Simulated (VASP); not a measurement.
# C (P-1) in VASP: further runs

Runs on C. Level: PBE. Tasks: single point, relaxation of cell and atoms.

All numbers are computed with VASP 6.6.1; they aren't measurements. Logs are shortened: lines on timing, memory, paths and dates and some standing lists are left out, and cuts for length are marked.

## Step 1: The cell of the first run

The typed cell holds 6 atoms: a = 2.464 Å, b = 2.960 Å, c = 3.686 Å, α = 70.41°, β = 78.95°, γ = 86.47°.

The cell was built from a structure type or drawn by symmetry, and may not be a known phase.

## Step 2: Single point, PBE

File INCAR:

```
  PREC = Accurate
  ENCUT = 520
  EDIFF = 1E-6
  ISMEAR = 0
  SIGMA = 0.1
  LREAL = False
  LASPH = True
  NELM = 80
  ALGO = Normal
  ISIF = 2
  LWAVE = False
  LCHARG = True
  GGA = PE
  LELF = True
  LVHAR = True
  NBANDS = 21
```

File KPOINTS:

```
Automatic mesh
0
Gamma
  8 6 6
```

File POSCAR:

```
C
1.0
    2.4644716800      0.0000000000      0.0000000000
    0.1824919100      2.9546525700      0.0000000000
    0.7063463000      1.1946170000      3.4145167800
C
6
Direct
    0.8716260200      0.9803190200      0.7543720000
    0.1283739800      0.0196809800      0.2456280000
    0.2805090000      0.2817679900      0.8184990300
    0.7935289700      0.5222669800      0.6717619900
    0.2064710300      0.4777330200      0.3282380100
    0.7194910000      0.7182320100      0.1815009700
```

Potentials or basis: VASP PAW PBE potentials, release 64 (C).

Run with:

```bash
$ cat potpaw_PBE.64/C/POTCAR > POTCAR
$ mpirun -np 1 vasp_std > vasp.out
```

OUTCAR:

```text
PREC = Accurate
   ENCUT = 520
   EDIFF = 1E-6
   ISMEAR = 0
   LREAL = False
   LASPH = True
   NELM = 80
   ISIF = 2
   GGA = PE

 ion  position               nearest neighbor table
   1  0.872  0.980  0.754-   3 1.49   6 1.49   4 1.52   4 1.54   3 1.68   2 1.83   5 1.85   2 2.07

   2  0.128  0.020  0.246-   6 1.49   3 1.49   5 1.52   5 1.54   6 1.68   1 1.83   4 1.85   1 2.07

   3  0.281  0.282  0.818-   4 1.41   4 1.46   1 1.49   2 1.49   1 1.68   5 1.75
   4  0.794  0.522  0.672-   3 1.41   3 1.46   5 1.50   1 1.52   1 1.54   6 1.75   2 1.85
   5  0.206  0.478  0.328-   6 1.41   6 1.46   4 1.50   2 1.52   2 1.54   3 1.75   1 1.85
   6  0.719  0.718  0.182-   5 1.41   5 1.46   2 1.49   1 1.49   2 1.68   4 1.75

  LATTYP: Found a triclinic cell.
 ALAT       =     2.4644716800
 B/A-ratio  =     2.7064853400
 C/A-ratio  =     1.6320208043
 COS(alpha) =     0.0011311441
 COS(beta)  =     0.4371196408
 COS(gamma) =     0.8175039855

  Lattice vectors:

 A1 = (   2.4644716800,   0.0000000000,   0.0000000000)
 A2 = (   5.4527977500,  -1.7600355700,   3.4145167800)
 A3 = (   1.7581253800,  -1.1946170000,  -3.4145167800)

Analysis of symmetry for initial positions (statically):
=====================================================================
 Subroutine PRICEL returns:
 Original cell was already a primitive cell.

 Routine SETGRP: Setting up the symmetry group for a
 triclinic supercell.

 Subroutine GETGRP returns: Found  2 space group operations
 (whereof  2 operations were pure point group operations)
 out of a pool of  2 trial point group operations.

The static configuration has the point symmetry S_2 .

Analysis of symmetry for dynamics (positions and initial velocities):
=====================================================================
 Subroutine PRICEL returns:
 Original cell was already a primitive cell.

 Routine SETGRP: Setting up the symmetry group for a
 triclinic supercell.

 Subroutine GETGRP returns: Found  2 space group operations
 (whereof  2 operations were pure point group operations)
 out of a pool of  2 trial point group operations.

The dynamic configuration has the point symmetry S_2 .

 Subroutine INISYM returns: Found  2 space group operations
 (whereof  2 operations are pure point group operations),
 and found     1 'primitive' translations

----------------------------------------------------------------------------------------

                                     Primitive cell

  volume of cell :      24.8633

  direct lattice vectors                    reciprocal lattice vectors
     2.464471680  0.000000000  0.000000000     0.405766481 -0.025061864 -0.075170907
     0.182491910  2.954652570  0.000000000     0.000000000  0.338449268 -0.118411264
     0.706346300  1.194617000  3.414516780     0.000000000  0.000000000  0.292867209

  length of vectors
     2.464471680  2.960282944  3.685778034     0.413431009  0.358565384  0.292867209

  position of ions in fractional coordinates (direct lattice)
     0.871626020  0.980319020  0.754372000
     0.128373980  0.019680980  0.245628000
     0.280509000  0.281767990  0.818499030
     0.793528970  0.522266980  0.671761990
     0.206471030  0.477733020  0.328238010
     0.719491000  0.718232010  0.181500970

  ion indices of the primitive-cell ions
   primitive index   ion index
                 1           1
                 2           2
                 3           3
                 4           4
                 5           5
                 6           6

----------------------------------------------------------------------------------------

 KPOINTS: Automatic mesh

Automatic generation of k-mesh.
 Grid dimensions read from file:
 generate k-points for:    8    6    6

 Generating k-lattice:

  Cartesian coordinates                     Fractional coordinates (reciprocal lattice)
     0.050720810 -0.003132733 -0.009396363     0.125000000  0.000000000  0.000000000
     0.000000000  0.056408211 -0.019735211     0.000000000  0.166666667  0.000000000
     0.000000000  0.000000000  0.048811202     0.000000000  0.000000000  0.166666667

  Length of vectors
     0.051678876  0.059760897  0.048811202

  Shift w.r.t. Gamma in fractional coordinates (k-lattice)
     0.000000000  0.000000000  0.000000000

 Subroutine IBZKPT returns following result:
 ===========================================

 Found    148 irreducible k-points:

 Following reciprocal coordinates:
            Coordinates               Weight
  0.000000  0.000000  0.000000      1.000000
  0.125000 -0.000000  0.000000      2.000000
  0.250000 -0.000000  0.000000      2.000000
  0.375000 -0.000000  0.000000      2.000000
  0.500000 -0.000000  0.000000      1.000000
  0.000000  0.166667  0.000000      2.000000
[... 16 lines left out ...]
  0.125000  0.500000  0.000000      2.000000
  0.250000  0.500000  0.000000      2.000000
 [... further k-points ...]
   k-points           NKPTS =    148   k-points in BZ     NKDIM =    148   number of bands    NBANDS=     21
   number of dos      NEDOS =    301   number of ions     NIONS =      6
   total plane-waves  NPLWV =  12096
   dimension x,y,z NGX =    18 NGY =   24 NGZ =   28
   dimension x,y,z NGXF=    36 NGYF=   48 NGZF=   56
   ions per type =               6
   NGX,Y,Z   is equivalent  to a cutoff of  12.14, 13.48, 12.63 a.u.
   NGXF,Y,Z  is equivalent  to a cutoff of  24.28, 26.96, 25.26 a.u.
 SYSTEM =  unknown system
   PREC   = accura    normal or accurate (medium, high low for compatibility)
   ISTART =      0    job   : 0-new  1-cont  2-samecut
   ICHARG =      2    charge: 1-file 2-atom 10-const
   ISPIN  =      1    spin polarized calculation?
   LNONCOLLINEAR =      F non collinear calculations
   LSORBIT =      F    spin-orbit coupling
   LASPH  =      T    aspherical Exc in radial PAW
   ENCUT  =  520.0 eV  38.22 Ry    6.18 a.u.   4.58  5.50  6.85*2*pi/ulx,y,z
   NELM   =     80;   NELMIN=  2; NELMDL= -5     # of ELM steps
   EDIFF  = 0.1E-05   stopping-criterion for ELM
   LREAL  =      F    real-space projection
   EDIFFG = 0.1E-04   stopping-criterion for IOM
   NSW    =      0    number of steps for IOM
   IBRION =     -1    ionic relax: 0-MD 1-quasi-New 2-CG
   NFREE  =      0    steps in history (QN), initial steepest desc. (CG)
   ISIF   =      2    stress and relaxation
   ISYM   =      2    0-nonsym 1-usesym 2-fastsym
   POTIM  = 0.5000    time-step for ionic-motion
   TEBEG  =    0.0;   TEEND  =   0.0 temperature during run
   PSTRESS=    0.0 pullay stress
   NELECT =      24.0000    total number of electrons
   NUPDOWN=      -1.0000    fix difference up-down
   EMIN   =  10.00;   EMAX   =-10.00  energy-range for DOS
   EFERMI =   0.00;   METHOD = LEGACY
   ISMEAR =     0;   SIGMA  =   0.10  broadening in eV -4-tet -1-fermi 0-gaus
   EFERMI_NEDOS =   21; number of points for ismear=-14 and -15
   IALGO  =     38    algorithm
   IMIX   =      4    mixing-type and parameters
     AMIX     =   0.40;   BMIX     =  1.00
     AMIX_MAG =   1.60;   BMIX_MAG =  1.00
  volume/ion in A,a.u.               =       4.14        27.96
  Fermi-wavevector in a.u.,A,eV,Ry     =   1.617926  3.057437 35.615775  2.617686
  Thomas-Fermi vector in A             =   2.712272
   LORBIT       =      0    0 simple, 1 ext, 2 COOP (PROOUT), +10 PAW based schemes
   GGA     = PE    functional components
   LHFCALC =     F    Hartree Fock is set to
   AEXX    =    0.0000 exact exchange contribution
   IVDW    =     0    specifies the selected vdW correction
   LEPSILON=     F    determine dielectric tensor
   LRPA    =     F    only Hartree local field effects (RPA)
 non-spin polarized calculation
 Gauss-broadening in eV      SIGMA  =   0.10
  energy-cutoff  :      520.00
  volume of cell :       24.86
 maximum number of plane-waves:       681
   NGX =  9   NGY = 11   NGZ = 13

 number of electron      24.0000000 magnetization

 Free energy of the ion-electron system (eV)
  ---------------------------------------------------
  ext. energy  EPLUGINS =         0.00000000
  ---------------------------------------------------
  free energy    TOTEN  =       -30.40720460 eV

  energy without entropy =      -30.40232894  energy(sigma->0) =      -30.40476677

 E-fermi :  16.9438     XC(G=0): -15.1181

 val. band max:       16.9402179680   @ k =   0.2500   0.1667   0.0000
 cond. band min:      16.9710334221   @ k =   0.2500  -0.1667   0.1667
 fundamental gap:      0.0308154541
 Fermi energy:        16.9437831399

 k-point     1 :       0.0000    0.0000    0.0000
  band No.  band energies     occupation
      1     -12.2122      2.00000
      2      -3.2512      2.00000
      3      -2.4272      2.00000
      4       2.8424      2.00000
      5       3.2448      2.00000
      6       4.0607      2.00000
[... 13 lines left out ...]
     20      27.2127      0.00000
     21      27.8758      0.00000

 k-point     2 :       0.1250   -0.0000    0.0000
  band No.  band energies     occupation
      1     -11.9163      2.00000
      2      -3.2728      2.00000
      3      -1.9279      2.00000
      4       2.0140      2.00000
      5       3.0812      2.00000
      6       3.6157      2.00000
[... 13 lines left out ...]
     20      27.8356      0.00000
     21      28.5557      0.00000

 k-point     3 :       0.2500   -0.0000    0.0000
  band No.  band energies     occupation
      1     -11.0423      2.00000
      2      -3.1430      2.00000
      3      -0.9915      2.00000
      4      -0.6885      2.00000
      5       3.4371      2.00000
      6       3.7798      2.00000
[... 13 lines left out ...]
     20      28.5038      0.00000
     21      30.2407      0.00000
[... 457 lines left out ...]
 k-point    23 :       0.1250    0.5000    0.0000
  band No.  band energies     occupation
      1      -9.1648      2.00000
      2      -7.9877      2.00000
      3      -1.3093      2.00000
      4      -0.2283      2.00000
      5       3.6394      2.00000
      6       4.0459      2.00000
[... 13 lines left out ...]
     20      27.9405      0.00000
     21      29.9375      0.00000

 k-point    24 :       0.2500    0.5000    0.0000
  band No.  band energies     occupation
      1      -8.3679      2.00000
      2      -7.1407      2.00000
      3      -1.0474      2.00000
      4       0.6759      2.00000
      5       1.3189      2.00000
      6       2.3172      2.00000
[... 13 lines left out ...]
     20      28.6424      0.00000
     21      29.4230      0.00000

 [... further k-points ...]

------------------------ aborting loop because EDIFF is reached ----------------------------------------

  FORCE on cell =-STRESS in cart. coord.  units (eV):
  Direction    XX          YY          ZZ          XY          YZ          ZX
  --------------------------------------------------------------------------------------
  -------------------------------------------------------------------------------------
  Total       30.5053063     42.3632908     49.1866237     -2.0544445     -5.0939441      5.5906700
  in kB     1965.7417834   2729.8624691   3169.5535300   -132.3870429   -328.2503896    360.2590817
  external PRESSURE =    2621.7192608 kB  Pullay stress =       0.0000000 kB

 VOLUME and BASIS-vectors are now :
 -----------------------------------------------------------------------------
  energy-cutoff  :      520.00
  volume of cell :       24.86
      direct lattice vectors                 reciprocal lattice vectors
     2.464471680  0.000000000  0.000000000     0.405766481 -0.025061864 -0.075170907
     0.182491910  2.954652570  0.000000000     0.000000000  0.338449268 -0.118411264
     0.706346300  1.194617000  3.414516780     0.000000000  0.000000000  0.292867209

 POSITION                                       TOTAL-FORCE (eV/Angst)
 -----------------------------------------------------------------------------------
      2.85985      3.79769      2.57582        -0.857652     -8.638956      3.431540
      0.49346      0.35158      0.83870         0.857652      8.638956     -3.431540
      1.32087      1.81032      2.79478        -0.367945     -2.366129      3.493403
      2.52544      2.34562      2.29374         2.748974      1.491373      3.948668
      0.82787      1.80365      1.12077        -2.748974     -1.491373     -3.948668
      2.03244      2.33895      0.61974         0.367945      2.366129     -3.493403
 -----------------------------------------------------------------------------------
    total drift:                               -0.000000     -0.000000     -0.000000

  FREE ENERGIE OF THE ION-ELECTRON SYSTEM (eV)
  ---------------------------------------------------
  free  energy   TOTEN  =       -30.4072045988 eV

  energy  without entropy=      -30.4023289390  energy(sigma->0) =      -30.40476677
```

It took 28 s on 1 thread of Intel Xeon 6975P-C (Granite Rapids), shared host; peak memory 0.16 GiB.

Results:

```yaml
Free_energy: -30.4072 eV
Pressure: 262.2 GPa
Largest_force: 9.335 eV/Å
Band_gap_on_the_k_mesh: zero (bands 12 and 13 overlap by 6.08 eV)
```

Forces on the atoms (eV/Å):
```
C   -0.858 -8.639  3.432
C    0.858  8.639 -3.432
C   -0.368 -2.366  3.493
C    2.749  1.491  3.949
C   -2.749 -1.491 -3.949
C    0.368  2.366 -3.493
```

Caveat: the k points lie up to 0.38 Å⁻¹ apart, too coarse for converged energies and pressures of a metal; forces of over 1 eV/Å act on the atoms, so gaps and moduli don't describe the material at rest.

[end of part 1 of 2]
